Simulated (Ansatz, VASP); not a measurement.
# One calculation of AlAs, two programs

```
CELL_PARAMETERS angstrom
0.00000 2.86399 2.86399
2.86399 0.00000 2.86399
2.86399 2.86399 0.00000
ATOMIC_POSITIONS crystal
Al 0.00000 0.00000 0.00000
As 0.25000 0.25000 0.25000
```

Alike in both runs: functional PBE; k mesh 8 × 8 × 8; occupations gaussian, width 0.02 eV; no spin polarisation.

Ansatz relaxed the structure, and its values are those at the end. VASP's run is a single point on that final structure, the one shown.

```csv
,VASP,Ansatz
version,VASP 6.6.1,Ansatz 0.2.0
potentials or method,"VASP PAW PBE potentials, release 64 (Al, As), cutoff 500 eV","scalar-relativistic, plane waves, PAW"
valence electrons in the cell,8,18
```

|  | VASP | Ansatz | Ansatz less VASP |
| --- | --- | --- | --- |
| gap on the k mesh at the Fermi level (eV) | 1.49 | 1.50 | +0.009 |
| least direct gap on the mesh (eV) | 1.78 | 1.78 | -0.006 |
| pressure (GPa) | 0.2 | 0.0 | -0.16 |

VASP's potentials hold 8 valence electrons a cell and Ansatz's 18, so a difference there can come from the potentials and not from the codes.
